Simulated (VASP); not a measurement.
# Pb2Se (P6_3/mmc) in VASP: notebook

The runs below take Pb2Se through single point, with r2SCAN.

All numbers are computed with VASP 6.6.1; they aren't measurements. Logs are shortened: lines on timing, memory, paths and dates and some standing lists are left out, and cuts for length are marked.

## (1) The cell of the first run

The structure is hexagonal, space group P6_3/mmc (No. 194). The conventional cell has a = 3.659 Å, b = 3.659 Å, c = 14.231 Å, α = 90.00°, β = 90.00°, γ = 120.00°. Within 3.6 Å of Pb (site symmetry 3m) lie 3 Se at 2.74 Å and 1 Pb at 3.49 Å. Se (site symmetry -6m2) has 6 Pb at 2.74 Å within 3.6 Å.

## (2) Single point, r2SCAN

POSCAR

```
Pb2Se
1.0
    3.6588541418      0.0000000000      0.0000000000
   -1.8294270709      3.1686606356      0.0000000000
    0.0000000000      0.0000000000     14.2314422274
Pb Se
4 2
Direct
    0.3333333333      0.6666666667      0.6275000000
    0.6666666667      0.3333333333      0.1275000000
    0.3333333333      0.6666666667      0.8725000000
    0.6666666667      0.3333333333      0.3725000000
    0.3333333333      0.6666666667      0.2500000000
    0.6666666667      0.3333333333      0.7500000000
```

INCAR.step1

```
  PREC = Accurate
  ENCUT = 520
  ISMEAR = 0
  SIGMA = 0.1
  LREAL = F
  LASPH = T
  NELM = 60
  NBANDS = 43
  GGA = PE
  ALGO = Normal
  EDIFF = 1E-4
  LWAVE = T
  LCHARG = F
```

INCAR.step2

```
  PREC = Accurate
  ENCUT = 520
  EDIFF = 1E-6
  ISMEAR = 0
  SIGMA = 0.1
  LREAL = F
  LASPH = T
  NELM = 60
  ALGO = Normal
  ISIF = 2
  LWAVE = F
  LCHARG = F
  METAGGA = R2SCAN
  LMIXTAU = T
  NBANDS = 43
  ISTART = 1
```

KPOINTS

```
Automatic mesh
0
Gamma
  6 6 2
```

Potentials or basis: VASP PAW PBE potentials, release 64 (Pb_d, Se).

Command:

```
$ cat potpaw_PBE.64/Pb_d/POTCAR potpaw_PBE.64/Se/POTCAR > POTCAR
$ cp INCAR.step1 INCAR
$ mpirun -np 1 vasp_std > vasp.out
$ cp INCAR.step2 INCAR
$ mpirun -np 1 vasp_std > vasp.out
```

OUTCAR:

```text
PREC = Accurate
   ENCUT = 520
   EDIFF = 1E-6
   ISMEAR = 0
   LREAL = F
   LASPH = T
   NELM = 60
   ISIF = 2
   METAGGA = R2SCAN
   ISTART = 1

 ion  position               nearest neighbor table
   1  0.333  0.667  0.627-   6 2.74   6 2.74   6 2.74   3 3.49
   2  0.667  0.333  0.127-   5 2.74   5 2.74   5 2.74   4 3.49
   3  0.333  0.667  0.873-   6 2.74   6 2.74   6 2.74   1 3.49
   4  0.667  0.333  0.373-   5 2.74   5 2.74   5 2.74   2 3.49
   5  0.333  0.667  0.250-   2 2.74   4 2.74   2 2.74   4 2.74   2 2.74   4 2.74
   6  0.667  0.333  0.750-   1 2.74   3 2.74   1 2.74   3 2.74   1 2.74   3 2.74

  LATTYP: Found a hexagonal cell.
 ALAT       =     3.6588541418
 C/A-ratio  =     3.8895899306

  Lattice vectors:

 A1 = (   3.6588541418,   0.0000000000,   0.0000000000)
 A2 = (  -1.8294270709,   3.1686606356,   0.0000000000)
 A3 = (   0.0000000000,   0.0000000000,  14.2314422274)

Analysis of symmetry for initial positions (statically):
=====================================================================
 Subroutine PRICEL returns:
 Original cell was already a primitive cell.

 Routine SETGRP: Setting up the symmetry group for a
 hexagonal supercell.

 Subroutine GETGRP returns: Found 24 space group operations
 (whereof 12 operations were pure point group operations)
 out of a pool of 24 trial point group operations.

The static configuration has the point symmetry D_3d.
 The point group associated with its full space group is D_6h.

Analysis of symmetry for dynamics (positions and initial velocities):
=====================================================================
 Subroutine PRICEL returns:
 Original cell was already a primitive cell.

 Routine SETGRP: Setting up the symmetry group for a
 hexagonal supercell.

 Subroutine GETGRP returns: Found 24 space group operations
 (whereof 12 operations were pure point group operations)
 out of a pool of 24 trial point group operations.

The dynamic configuration has the point symmetry D_3d.
 The point group associated with its full space group is D_6h.

 Subroutine INISYM returns: Found 24 space group operations
 (whereof 12 operations are pure point group operations),
 and found     1 'primitive' translations

----------------------------------------------------------------------------------------

                                     Primitive cell

  volume of cell :     164.9946

  direct lattice vectors                    reciprocal lattice vectors
     3.658854142  0.000000000  0.000000000     0.273309610  0.157795377  0.000000000
    -1.829427071  3.168660636  0.000000000     0.000000000  0.315590754  0.000000000
     0.000000000  0.000000000 14.231442227     0.000000000  0.000000000  0.070266947

  length of vectors
     3.658854142  3.658854142 14.231442227     0.315590754  0.315590754  0.070266947

  position of ions in fractional coordinates (direct lattice)
     0.333333333  0.666666667  0.627500000
     0.666666667  0.333333333  0.127500000
     0.333333333  0.666666667  0.872500000
     0.666666667  0.333333333  0.372500000
     0.333333333  0.666666667  0.250000000
     0.666666667  0.333333333  0.750000000

  ion indices of the primitive-cell ions
   primitive index   ion index
                 1           1
                 2           2
                 3           3
                 4           4
                 5           5
                 6           6

----------------------------------------------------------------------------------------

 KPOINTS: Automatic mesh

Automatic generation of k-mesh.
 Grid dimensions read from file:
 generate k-points for:    6    6    2

 Generating k-lattice:

  Cartesian coordinates                     Fractional coordinates (reciprocal lattice)
     0.045551602  0.026299230  0.000000000     0.166666667 -0.000000000  0.000000000
     0.000000000  0.052598459  0.000000000     0.000000000  0.166666667  0.000000000
     0.000000000  0.000000000  0.035133474     0.000000000  0.000000000  0.500000000

  Length of vectors
     0.052598459  0.052598459  0.035133474

  Shift w.r.t. Gamma in fractional coordinates (k-lattice)
     0.000000000  0.000000000  0.000000000

 Subroutine IBZKPT returns following result:
 ===========================================

 Found     14 irreducible k-points:

 Following reciprocal coordinates:
            Coordinates               Weight
  0.000000  0.000000  0.000000      1.000000
  0.166667  0.000000  0.000000      6.000000
  0.333333  0.000000  0.000000      6.000000
  0.500000 -0.000000  0.000000      3.000000
  0.166667  0.166667  0.000000      6.000000
  0.333333  0.166667  0.000000     12.000000
  0.333333  0.333333  0.000000      2.000000
  0.000000  0.000000  0.500000      1.000000
  0.166667  0.000000  0.500000      6.000000
  0.333333  0.000000  0.500000      6.000000
  0.500000 -0.000000  0.500000      3.000000
  0.166667  0.166667  0.500000      6.000000
  0.333333  0.166667  0.500000     12.000000
  0.333333  0.333333  0.500000      2.000000
   k-points           NKPTS =     14   k-points in BZ     NKDIM =     14   number of bands    NBANDS=     43
   number of dos      NEDOS =    301   number of ions     NIONS =      6
   total plane-waves  NPLWV =  84672
   dimension x,y,z NGX =    28 NGY =   28 NGZ =  108
   dimension x,y,z NGXF=    56 NGYF=   56 NGZF=  216
   ions per type =               4   2
   NGX,Y,Z   is equivalent  to a cutoff of  12.72, 12.72, 12.62 a.u.
   NGXF,Y,Z  is equivalent  to a cutoff of  25.44, 25.44, 25.23 a.u.
 SYSTEM =  unknown system
   PREC   = accura    normal or accurate (medium, high low for compatibility)
   ISTART =      1    job   : 0-new  1-cont  2-samecut
   ICHARG =      0    charge: 1-file 2-atom 10-const
   ISPIN  =      1    spin polarized calculation?
   LNONCOLLINEAR =      F non collinear calculations
   LSORBIT =      F    spin-orbit coupling
   LASPH  =      T    aspherical Exc in radial PAW
   ENCUT  =  520.0 eV  38.22 Ry    6.18 a.u.   6.80  6.80 26.46*2*pi/ulx,y,z
   NELM   =     60;   NELMIN=  2; NELMDL=  0     # of ELM steps
   EDIFF  = 0.1E-05   stopping-criterion for ELM
   LREAL  =      F    real-space projection
   EDIFFG = 0.1E-04   stopping-criterion for IOM
   NSW    =      0    number of steps for IOM
   IBRION =     -1    ionic relax: 0-MD 1-quasi-New 2-CG
   NFREE  =      0    steps in history (QN), initial steepest desc. (CG)
   ISIF   =      2    stress and relaxation
   ISYM   =      2    0-nonsym 1-usesym 2-fastsym
   POTIM  = 0.5000    time-step for ionic-motion
   TEBEG  =    0.0;   TEEND  =   0.0 temperature during run
   PSTRESS=    0.0 pullay stress
   NELECT =      68.0000    total number of electrons
   NUPDOWN=      -1.0000    fix difference up-down
   EMIN   =  10.00;   EMAX   =-10.00  energy-range for DOS
   EFERMI =   0.00;   METHOD = LEGACY
   ISMEAR =     0;   SIGMA  =   0.10  broadening in eV -4-tet -1-fermi 0-gaus
   EFERMI_NEDOS =   21; number of points for ismear=-14 and -15
   IALGO  =     38    algorithm
   IMIX   =      4    mixing-type and parameters
     AMIX     =   0.40;   BMIX     =  1.00
     AMIX_MAG =   1.60;   BMIX_MAG =  1.00
  volume/ion in A,a.u.               =      27.50       185.57
  Fermi-wavevector in a.u.,A,eV,Ry     =   1.218301  2.302255 20.194543  1.484257
  Thomas-Fermi vector in A             =   2.353592
   LORBIT       =      0    0 simple, 1 ext, 2 COOP (PROOUT), +10 PAW based schemes
   METAGGA = R2SCAN    functional components
   LHFCALC =     F    Hartree Fock is set to
   AEXX    =    0.0000 exact exchange contribution
   IVDW    =     0    specifies the selected vdW correction
   LEPSILON=     F    determine dielectric tensor
   LRPA    =     F    only Hartree local field effects (RPA)
 non-spin polarized calculation
 Gauss-broadening in eV      SIGMA  =   0.10
  energy-cutoff  :      520.00
  volume of cell :      164.99
 maximum number of plane-waves:      4458
 NGX is ok and might be reduce to    28
   NGX = 13   NGY = 13   NGZ = 53

 number of electron      67.9999996 magnetization

 Free energy of the ion-electron system (eV)
  ---------------------------------------------------
  ext. energy  EPLUGINS =         0.00000000
  ---------------------------------------------------
  free energy    TOTEN  =      -252.29520351 eV

  energy without entropy =     -252.28798250  energy(sigma->0) =     -252.29159300

 E-fermi :   7.1112     XC(G=0): -10.5460

 val. band max:        6.9925348322   @ k =   0.3333   0.3333   0.5000
 cond. band min:       7.1750667935   @ k =   0.1667   0.1667   0.5000
 fundamental gap:      0.1825319613
 Fermi energy:         7.1112407727

 k-point     1 :       0.0000    0.0000    0.0000
  band No.  band energies     occupation
      1     -11.2239      2.00000
      2     -11.2092      2.00000
      3     -11.0943      2.00000
      4     -11.0943      2.00000
      5     -11.0905      2.00000
      6     -11.0905      2.00000
[... 35 lines left out ...]
     42      12.2194      0.00000
     43      12.2414      0.00000

 k-point     2 :       0.1667    0.0000    0.0000
  band No.  band energies     occupation
      1     -11.2899      2.00000
      2     -11.2863      2.00000
      3     -11.1721      2.00000
      4     -11.1599      2.00000
      5     -11.0780      2.00000
      6     -11.0767      2.00000
[... 35 lines left out ...]
     42      11.9066      0.00000
     43      11.9161      0.00000

 k-point     3 :       0.3333    0.0000    0.0000
  band No.  band energies     occupation
      1     -11.4868      2.00000
      2     -11.4772      2.00000
      3     -11.1514      2.00000
      4     -11.1397      2.00000
      5     -11.1345      2.00000
      6     -11.1289      2.00000
[... 459 lines left out ...]
      6     -11.1210      2.00000
[... 35 lines left out ...]
     42      10.6902      0.00000
     43      11.2812      0.00000

 k-point    14 :       0.3333    0.3333    0.5000
  band No.  band energies     occupation
      1     -11.5390      2.00000
      2     -11.5390      2.00000
      3     -11.1513      2.00000
      4     -11.1513      2.00000
      5     -11.1027      2.00000
      6     -11.1027      2.00000
[... 35 lines left out ...]
     42      10.0826      0.00000
     43      12.2008      0.00000

------------------------ aborting loop because EDIFF is reached ----------------------------------------

  FORCE on cell =-STRESS in cart. coord.  units (eV):
  Direction    XX          YY          ZZ          XY          YZ          ZX
  --------------------------------------------------------------------------------------
  -------------------------------------------------------------------------------------
  Total       13.2509599     13.2509599     20.7443628      0.0000000     -0.0000000     -0.0000000
  in kB      128.6732238    128.6732238    201.4377867      0.0000000     -0.0000000     -0.0000000
  external PRESSURE =     152.9280781 kB  Pullay stress =       0.0000000 kB

 VOLUME and BASIS-vectors are now :
 -----------------------------------------------------------------------------
  energy-cutoff  :      520.00
  volume of cell :      164.99
      direct lattice vectors                 reciprocal lattice vectors
     3.658854142  0.000000000  0.000000000     0.273309610  0.157795377  0.000000000
    -1.829427071  3.168660636  0.000000000     0.000000000  0.315590754  0.000000000
     0.000000000  0.000000000 14.231442227     0.000000000  0.000000000  0.070266947

 POSITION                                       TOTAL-FORCE (eV/Angst)
 -----------------------------------------------------------------------------------
     -0.00000      2.11244      8.93023        -0.000000      0.000000     -3.634076
      1.82943      1.05622      1.81451         0.000000     -0.000000     -3.634076
     -0.00000      2.11244     12.41693         0.000000      0.000000      3.634076
      1.82943      1.05622      5.30121        -0.000000     -0.000000      3.634076
     -0.00000      2.11244      3.55786        -0.000000      0.000000      0.000000
      1.82943      1.05622     10.67358         0.000000     -0.000000      0.000000
 -----------------------------------------------------------------------------------
    total drift:                               -0.000000      0.000000     -0.000000

  FREE ENERGIE OF THE ION-ELECTRON SYSTEM (eV)
  ---------------------------------------------------
  free  energy   TOTEN  =      -252.2952035076 eV

  energy  without entropy=     -252.2879824980  energy(sigma->0) =     -252.29159300
```

It took 6.9 min on 1 thread of Intel Xeon Platinum 8259CL at 2.50GHz (Skylake/Cascade Lake), shared host; peak memory 0.34 GiB.

Results:

* Free energy: -252.2952 eV
* Pressure: 15.3 GPa
* Largest force: 3.634 eV/Å
* Band gap on the k mesh: zero (band 34 reaches 8.37 eV, above the bottom of band 35 at 6.67 eV)

Forces on the atoms (eV/Å):
```
Pb   0.000  0.000 -3.634
Pb   0.000  0.000 -3.634
Pb   0.000  0.000  3.634
Pb   0.000  0.000  3.634
Se   0.000  0.000  0.000
Se   0.000  0.000  0.000
```

Caveat: the PAW data sets were made with another functional, which shifts forces and pressure a little; spin-orbit coupling is left out, which moves the levels of the heavy elements.

## (3) Single point, r2SCAN

This run uses another cell than the first one, of 29.40 Å³/atom, 1.069 times its volume.

POSCAR

```
Pb2Se
1.0
    3.9037302499      0.0000000000      0.0000000000
   -1.9518651250      3.3807295659      0.0000000000
    0.0000000000      0.0000000000     13.3642357732
Pb Se
4 2
Direct
    0.3333333333      0.6666666667      0.5993501664
    0.6666666667      0.3333333333      0.0993501664
    0.3333333333      0.6666666667      0.9006498336
    0.6666666667      0.3333333333      0.4006498336
    0.3333333333      0.6666666667      0.2500000000
    0.6666666667      0.3333333333      0.7500000000
```

INCAR.step1

```
SYSTEM = Pb2Se
  PREC = Accurate
  ENCUT = 520
  ISMEAR = 0
  SIGMA = 0.1
  LREAL = .False.
  LASPH = .True.
  NELM = 60
  NBANDS = 43
  GGA = PE
  ALGO = Normal
  EDIFF = 1E-4
  LWAVE = .True.
  LCHARG = .False.
```

INCAR.step2

```
SYSTEM = Pb2Se
  PREC = Accurate
  ENCUT = 520
  EDIFF = 1E-6
  ISMEAR = 0
  SIGMA = 0.1
  LREAL = .False.
  LASPH = .True.
  NELM = 60
  ALGO = Normal
  ISIF = 2
  LWAVE = .False.
  LCHARG = .True.
  METAGGA = R2SCAN
  LMIXTAU = .True.
  LELF = .True.
  LVHAR = .True.
  NBANDS = 43
  ISTART = 1
```

KPOINTS

```
regular mesh
0
Gamma
  6 6 2
  0 0 0
```

Potentials or basis: VASP PAW PBE potentials, release 64 (Pb_d, Se).

Command:

```
$ cat potpaw_PBE.64/Pb_d/POTCAR potpaw_PBE.64/Se/POTCAR > POTCAR
$ cp INCAR.step1 INCAR
$ mpirun -np 1 vasp_std > vasp.out
$ cp INCAR.step2 INCAR
$ mpirun -np 1 vasp_std > vasp.out
```

OUTCAR:

```text
SYSTEM = Pb2Se
   PREC = Accurate
   ENCUT = 520
   EDIFF = 1E-6
   ISMEAR = 0
   LREAL = .False.
   LASPH = .True.
   NELM = 60
   ISIF = 2
   METAGGA = R2SCAN
   ISTART = 1

 ion  position               nearest neighbor table
   1  0.333  0.667  0.599-   6 3.02   6 3.02   6 3.02   4 3.48   4 3.48   4 3.48   3 4.03
   2  0.667  0.333  0.099-   5 3.02   5 3.02   5 3.02   3 3.48   3 3.48   3 3.48   4 4.03
   3  0.333  0.667  0.901-   6 3.02   6 3.02   6 3.02   2 3.48   2 3.48   2 3.48   1 4.03
   4  0.667  0.333  0.401-   5 3.02   5 3.02   5 3.02   1 3.48   1 3.48   1 3.48   2 4.03
   5  0.333  0.667  0.250-   2 3.02   4 3.02   2 3.02   4 3.02   2 3.02   4 3.02
   6  0.667  0.333  0.750-   1 3.02   3 3.02   1 3.02   3 3.02   1 3.02   3 3.02

  LATTYP: Found a hexagonal cell.
 ALAT       =     3.9037302499
 C/A-ratio  =     3.4234526767

  Lattice vectors:

 A1 = (   3.9037302499,   0.0000000000,   0.0000000000)
 A2 = (  -1.9518651250,   3.3807295659,   0.0000000000)
 A3 = (   0.0000000000,   0.0000000000,  13.3642357732)

Analysis of symmetry for initial positions (statically):
[... 177 lines left out ...]
 fundamental gap:      0.1698798673
 Fermi energy:         6.0958903577

 k-point     1 :       0.0000    0.0000    0.0000
  band No.  band energies     occupation
      1     -11.8946      2.00000
      2     -11.8926      2.00000
      3     -11.8926      2.00000
      4     -11.8858      2.00000
      5     -11.8858      2.00000
      6     -11.8734      2.00000
[... 633 lines left out ...]
     42       9.5567      0.00000
     43      11.7360      0.00000

------------------------ aborting loop because EDIFF is reached ----------------------------------------

  FORCE on cell =-STRESS in cart. coord.  units (eV):
  Direction    XX          YY          ZZ          XY          YZ          ZX
  --------------------------------------------------------------------------------------
  -------------------------------------------------------------------------------------
  Total        0.0208478      0.0208478     -0.0029796     -0.0000000     -0.0000000      0.0000000
  in kB        0.1893814      0.1893814     -0.0270665     -0.0000000     -0.0000000      0.0000000
  external PRESSURE =       0.1172321 kB  Pullay stress =       0.0000000 kB

 VOLUME and BASIS-vectors are now :
 -----------------------------------------------------------------------------
  energy-cutoff  :      520.00
  volume of cell :      176.37
      direct lattice vectors                 reciprocal lattice vectors
     3.903730250  0.000000000  0.000000000     0.256165241  0.147897071  0.000000000
    -1.951865125  3.380729566  0.000000000     0.000000000  0.295794142  0.000000000
     0.000000000  0.000000000 13.364235773     0.000000000  0.000000000  0.074826576

 POSITION                                       TOTAL-FORCE (eV/Angst)
 -----------------------------------------------------------------------------------
     -0.00000      2.25382      8.00986        -0.000000      0.000000      0.002010
      1.95187      1.12691      1.32774         0.000000     -0.000000      0.002010
     -0.00000      2.25382     12.03650        -0.000000      0.000000     -0.002010
      1.95187      1.12691      5.35438         0.000000      0.000000     -0.002010
     -0.00000      2.25382      3.34106        -0.000000     -0.000000      0.000000
      1.95187      1.12691     10.02318        -0.000000     -0.000000      0.000000
 -----------------------------------------------------------------------------------
    total drift:                               -0.000000      0.000000      0.000000

  FREE ENERGIE OF THE ION-ELECTRON SYSTEM (eV)
  ---------------------------------------------------
  free  energy   TOTEN  =      -254.9823236503 eV

  energy  without entropy=     -254.9771628533  energy(sigma->0) =     -254.97974325
```

It took 8.4 min on 1 thread of Intel Xeon Platinum 8259CL at 2.50GHz (Skylake/Cascade Lake), shared host; peak memory 0.36 GiB.

What came out:

```
Free energy            : -254.9823 eV
Pressure               : 0.0 GPa
Band gap on the k mesh : zero (band 34 reaches 9.06 eV, above the bottom of band 35 at 5.19 eV)
```

Forces on the atoms (eV/Å):
```
Pb   0.000  0.000  0.002
Pb   0.000  0.000  0.002
Pb   0.000  0.000 -0.002
Pb   0.000  0.000 -0.002
Se   0.000  0.000  0.000
Se   0.000  0.000  0.000
```

Levels at points of the mesh, in eV from the Fermi level:
| k point | band 30 | band 31 | band 32 | band 33 | band 34 | band 35 | band 36 | band 37 | band 38 | band 39 |
| --- | --- | --- | --- | --- | --- | --- | --- | --- | --- | --- |
| (0.00, 0.00, 0.00) | -1.70 | -1.70 | -1.23 | -0.42 | 2.96 | 3.16 | 3.36 | 3.36 | 3.44 | 3.44 |
| (0.50, 0.00, 0.00) | -3.43 | -2.84 | -2.68 | -2.28 | -0.78 | 0.40 | 0.54 | 1.01 | 1.76 | 2.54 |
| (0.00, 0.00, 0.50) | -1.71 | -1.71 | -1.71 | 1.16 | 1.16 | 3.40 | 3.40 | 3.40 | 3.40 | 4.38 |
| (0.50, 0.00, 0.50) | -4.02 | -2.77 | -2.77 | -1.40 | -1.40 | 0.27 | 0.27 | 1.50 | 1.50 | 2.65 |

Caveat: the PAW data sets were made with another functional, which shifts forces and pressure a little; spin-orbit coupling is left out, which moves the levels of the heavy elements.
